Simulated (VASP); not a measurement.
SrCl2, 3 atoms in the cell. Symmetry: I4/mmm, No. 139, tetragonal system. The conventional cell has a = 5.126 Å, b = 5.126 Å, c = 6.692 Å, α = 90.00°, β = 90.00°, γ = 90.00°. Sr (site symmetry 4/mmm) has 8 Cl at 3.06 Å within 4.0 Å. Cl (site symmetry -4m2) has 4 Sr at 3.06 Å and 6 Cl at 3.35 to 3.62 Å within 4.0 Å.  This cell differs from its parent crystal: strain +0.040 along x and y, -0.040 along z.

| Quantity | Value |
| --- | --- |
| Program | VASP 6.6.1 |
| Task | single point |
| Functional | r2SCAN |
| Potentials or basis | VASP PAW PBE potentials, release 64 (Sr_sv, Cl) |
| Cutoff | 520 eV |
| k mesh | 6 × 6 × 6 |
| Occupations | gaussian, width 0.05 eV |
| Spin | no spin polarisation |
| Dipole correction | no |
| Further INCAR settings | ALGO = Normal; EDIFF = 1e-06; NBANDS = 19 |

Potentials or basis: VASP PAW PBE potentials, release 64 (Sr_sv, Cl).

The run is started by

```sh
$ cat potpaw_PBE.64/Sr_sv/POTCAR potpaw_PBE.64/Cl/POTCAR > POTCAR
$ cp INCAR.step1 INCAR
$ mpirun -np 1 vasp_std > vasp.out
$ cp INCAR.step2 INCAR
$ mpirun -np 1 vasp_std > vasp.out
```

Hardware: 1 thread of Intel(R) Xeon(R) 6975P-C (Granite Rapids), with other jobs on the host.

Problem. Estimate the wall time of this run.

Solution. It took 95 s on 1 thread of Intel(R) Xeon(R) 6975P-C (Granite Rapids), with other jobs on the host, peak memory 0.27 GiB. Counts: k points 30.
